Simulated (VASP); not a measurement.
# InSe (P2/m) in VASP: further runs, part 2 of 2

VASP 6.6.1. The steps go on from the part before.

## (4) Single point, PBEsol (the part above a cut slid along it)

Contents of INCAR:

```
SYSTEM = InSe
ALGO = Normal
EDIFF = 1E-7
ENCUT = 520
GGA = PS
ISIF = 2
ISMEAR = 0
LASPH = .TRUE.
LCHARG = .FALSE.
LREAL = .FALSE.
LWAVE = .FALSE.
NBANDS = 48
NELM = 60
PREC = Accurate
SIGMA = 0.05
```

Contents of KPOINTS:

```
k-points
0
G
  6 7 3
  0 0 0
```

Contents of POSCAR:

```
InSe
1.0
    1.6051187225      0.0000000000     -4.2720903381
    0.0000000000      4.1105485099      0.0000000000
   11.4288291685      0.0000000000      0.8438282878
In Se
4 4
Direct
    0.5481066044      0.0000000000      0.3858026583
   -0.3518933956      0.5000000000      0.8858026583
   -0.3481066044      0.0000000000      0.6141973417
    0.5518933956      0.5000000000      0.1141973417
   -0.1065425263      0.0000000000      0.1547212196
   -0.0065425263      0.5000000000      0.6547212196
    0.3065425263      0.0000000000      0.8452787804
    0.2065425263      0.5000000000      0.3452787804
```

Potentials or basis: VASP PAW PBE potentials, release 64 (In_d, Se).

Started as:

```bash
$ cat potpaw_PBE.64/In_d/POTCAR potpaw_PBE.64/Se/POTCAR > POTCAR
$ mpirun -np 1 vasp_std > vasp.out
```

OUTCAR:

```text
SYSTEM = InSe
   EDIFF = 1E-7
   ENCUT = 520
   GGA = PS
   ISIF = 2
   ISMEAR = 0
   LASPH = .TRUE.
   LREAL = .FALSE.
   NELM = 60
   PREC = Accurate

 ion  position               nearest neighbor table
   1  0.548  0.000  0.386-   5 2.67   8 2.70   8 2.70   3 2.79   4 3.73   4 3.73
   2  0.648  0.500  0.886-   4 2.53   6 2.67   7 2.70   7 2.70   3 3.73   3 3.73
   3  0.652  0.000  0.614-   7 2.67   6 2.70   6 2.70   1 2.79   2 3.73   2 3.73
   4  0.552  0.500  0.114-   2 2.53   8 2.67   5 2.70   5 2.70   1 3.73   1 3.73
   5  0.893  0.000  0.155-   1 2.67   4 2.70   4 2.70
   6  0.993  0.500  0.655-   2 2.67   3 2.70   3 2.70
   7  0.307  0.000  0.845-   3 2.67   2 2.70   2 2.70
   8  0.207  0.500  0.345-   4 2.67   1 2.70   1 2.70

  LATTYP: Found a simple monoclinic cell.
 ALAT       =     4.5636785568
 B/A-ratio  =     0.9007094734
 C/A-ratio  =     2.4269908420
 COS(beta)  =    -0.1204305906

  Lattice vectors:

 A1 = (   1.6051187225,   0.0000000000,  -4.2720903381)
 A2 = (   0.0000000000,   4.1105485099,   0.0000000000)
 A3 = (   9.8237104460,   0.0000000000,   5.1159186259)

Analysis of symmetry for initial positions (statically):
[... 196 lines left out ...]
  band No.  band energies     occupation
      1     -10.1579      2.00000
      2      -9.7659      2.00000
      3      -9.6447      2.00000
      4      -9.6261      2.00000
      5      -9.5243      2.00000
      6      -9.4502      2.00000
[... 1213 lines left out ...]
     47       9.7153      0.00000
     48      10.2855      0.00000

 [... further k-points ...]

------------------------ aborting loop because EDIFF is reached ----------------------------------------

  FORCE on cell =-STRESS in cart. coord.  units (eV):
  Direction    XX          YY          ZZ          XY          YZ          ZX
  --------------------------------------------------------------------------------------
  -------------------------------------------------------------------------------------
  Total        5.4724243      1.2405170     -1.2330436      0.0000000      0.0000000     -0.9485566
  in kB       42.5074252      9.6357994     -9.5777491      0.0000000      0.0000000     -7.3679777
  external PRESSURE =      14.1884918 kB  Pullay stress =       0.0000000 kB

 VOLUME and BASIS-vectors are now :
 -----------------------------------------------------------------------------
  energy-cutoff  :      520.00
  volume of cell :      206.27
      direct lattice vectors                 reciprocal lattice vectors
     1.605118723  0.000000000 -4.272090338     0.016816217  0.000000000 -0.227759223
     0.000000000  4.110548510  0.000000000     0.000000000  0.243276535  0.000000000
    11.428829169  0.000000000  0.843828288     0.085136278  0.000000000  0.031987580

 POSITION                                       TOTAL-FORCE (eV/Angst)
 -----------------------------------------------------------------------------------
      5.28905      0.00000     -2.01601        -0.003366      0.000000     -0.098431
     11.16398      2.05527     -2.02130        -1.996124      0.000000     -0.260908
      8.06592      0.00000     -2.26667         0.003366      0.000000      0.098431
      2.19100      2.05527     -2.26138         1.996124      0.000000      0.260908
      3.20239      0.00000     -3.68637         0.262827      0.000000     -0.167829
      9.07731      2.05527     -3.69167         0.112493      0.000000      0.056856
     10.15258      0.00000     -0.59631        -0.262827      0.000000      0.167829
      4.27766      2.05527     -0.59101        -0.112493      0.000000     -0.056856
 -----------------------------------------------------------------------------------
    total drift:                                0.000020     -0.000000     -0.000104

  FREE ENERGIE OF THE ION-ELECTRON SYSTEM (eV)
  ---------------------------------------------------
  free  energy   TOTEN  =       -30.6258639792 eV

  energy  without entropy=      -30.6258639792  energy(sigma->0) =      -30.62586398
```

stdout:

```text
POSCAR found type information on POSCAR InSe
 POSCAR found :  2 types and       8 ions
 scaLAPACK will be used
 -----------------------------------------------------------------------------
|                                                                             |
|                                                                             |
|     You enforced a specific xc type in the INCAR file but a different       |
|     I HOPE YOU KNOW WHAT YOU ARE DOING!                                     |
|                                                                             |
 -----------------------------------------------------------------------------

 LDA part: xc-table for (Slater+PW92), standard interpolation
 POSCAR, INCAR and KPOINTS ok, starting setup
 FFT: planning ... GRIDC
 FFT: planning ... GRID_SOFT
 FFT: planning ... GRID
 WAVECAR not read
 entering main loop
```

Run time: 14 min. Hardware: 1 thread of Oxide Virtual Turin-like, shared host; peak memory 0.46 GiB.

What came out:

| Item | Value |
| --- | --- |
| Free energy | -30.6259 eV |
| Pressure | 1.4 GPa |
| Largest force | 2.013 eV/Å |
| Band gap on the k mesh | 0.54 eV (least direct gap 1.03 eV) |

Forces in eV/Å, atoms in the order of the input:
```
In  -0.003  0.000 -0.098
In  -1.996  0.000 -0.261
In   0.003  0.000  0.098
In   1.996  0.000  0.261
Se   0.263  0.000 -0.168
Se   0.112  0.000  0.057
Se  -0.263  0.000  0.168
Se  -0.112  0.000 -0.057
```

Stress tensor (GPa, compression positive):
```
 4.25  0.00 -0.74
 0.00  0.96  0.00
-0.74  0.00 -0.96
```

Caveat: the cell differs from its parent crystal (the part above a cut slid along it); the stress differs along the axes, from -1 to 4 GPa; semilocal functionals underestimate gaps, and a narrow one can read as zero; the PAW data sets were made with another functional, which shifts forces and pressure a little; spin-orbit coupling is left out, which moves the levels of the heavy elements. A k mesh can miss the band edges.

## (5) Single point, PBEsol (the part above a cut slid along it)

Contents of INCAR:

```
PREC     = Accurate       # precision mode
ENCUT    = 520            # plane-wave cutoff, eV
EDIFF    = 1E-6           # SCF threshold, eV
ISMEAR   = 0              # smearing method
SIGMA    = 0.05           # smearing width, eV
LREAL    = F              # projectors in reciprocal space
LASPH    = T              # aspherical terms in the spheres
NELM     = 80             # most SCF steps
ALGO     = Normal         # electronic algorithm
ISIF     = 2              # what is computed and relaxed
LWAVE    = F              # write WAVECAR
LCHARG   = F              # write CHGCAR
GGA      = PS             # functional
NBANDS   = 48             # bands
```

Contents of KPOINTS:

```
Automatic mesh
0
Gamma
  6 7 3
```

Contents of POSCAR:

```
InSe
1.0
    1.6051187225      0.0000000000     -4.2720903381
    0.0000000000      4.1105485099      0.0000000000
   10.3052460628      0.0000000000      3.8342915245
In Se
4 4
Direct
    0.8181684652      0.0000000000      0.3858026583
    0.2681684652      0.5000000000      0.8858026583
    0.0818315348      0.0000000000      0.6141973417
    0.6318315348      0.5000000000      0.1141973417
    0.0017623274      0.0000000000      0.1547212196
    0.4517623274      0.5000000000      0.6547212196
    0.8982376726      0.0000000000      0.8452787804
    0.4482376726      0.5000000000      0.3452787804
```

Started as:

```bash
$ cat potpaw_PBE.64/In_d/POTCAR potpaw_PBE.64/Se/POTCAR > POTCAR
$ mpirun -np 1 vasp_std > vasp.out
```

Wall time 12 min (1 thread of Oxide Virtual Turin-like, shared host); peak memory 0.44 GiB.

The run converged. Its results:

| Quantity | Value |
| --- | --- |
| Free energy | -30.9586 eV |
| Pressure | -0.2 GPa |
| Largest force | 0.766 eV/Å |
| Band gap on the k mesh | 0.73 eV (least direct gap 0.96 eV) |

Forces in eV/Å, atoms in the order of the input:
```
In   0.018  0.000  0.023
In   0.713  0.000 -0.278
In  -0.018  0.000 -0.023
In  -0.713  0.000  0.278
Se  -0.031  0.000  0.019
Se  -0.062  0.000 -0.088
Se   0.031  0.000 -0.019
Se   0.062  0.000  0.088
```

Stress tensor (GPa, compression positive):
```
-1.52  0.00  1.14
 0.00  0.23  0.00
 1.14  0.00  0.66
```

Levels at points of the mesh, in eV from the valence-band top:
```csv
k point,band 34,band 35,band 36,band 37,band 38,band 39,band 40,band 41,band 42,band 43
"(0.00, 0.00, 0.00)",-1.90,-1.59,-1.25,-0.96,-0.39,0.93,2.37,2.49,2.59,3.34
"(0.50, 0.00, 0.00)",-1.41,-0.88,-0.76,-0.60,-0.43,1.13,1.39,2.51,2.64,3.44
```

Caveat: the cell differs from its parent crystal (the part above a cut slid along it); semilocal functionals underestimate gaps, and a narrow one can read as zero; the PAW data sets were made with another functional, which shifts forces and pressure a little; spin-orbit coupling is left out, which moves the levels of the heavy elements. A k mesh can miss the band edges.

## (6) The runs side by side

| cell | gap on the mesh (eV) | pressure (GPa) | largest force (eV/Å) |
| --- | --- | --- | --- |
| a = 4.564, b = 4.111, c = 11.237 Å, angles 90.0, 78.1, 90.0°, 8 atoms | none | 1.8 | 1.59 |
| a = 4.564, b = 4.111, c = 11.036 Å, angles 90.0, 85.1, 90.0°, 8 atoms | none | 0.5 | 0.90 |
| a = 4.564, b = 4.111, c = 11.460 Å, angles 90.0, 73.6, 90.0°, 8 atoms | 0.54 | 1.4 | 2.01 |
| a = 4.564, b = 4.111, c = 10.995 Å, angles 90.0, 89.8, 90.0°, 8 atoms | 0.73 | -0.2 | 0.77 |

Alike in all rows: task single point; level PBEsol; potentials or basis VASP PAW PBE potentials, release 64 (In_d, Se); no spin polarisation; k mesh 6 × 7 × 3; cutoff (eV) 520; smearing gaussian 0.05 eV.

Caveats: the PAW data sets were made with another functional, which shifts forces and pressure a little; spin-orbit coupling is left out, which moves the levels of the heavy elements; semilocal functionals underestimate gaps, and a narrow one can read as zero (at least some runs); the stress differs along the axes, from -1 to 4 GPa (at least some runs).

Total energies depend on the potentials used, so only differences within one code and one set of settings carry meaning.
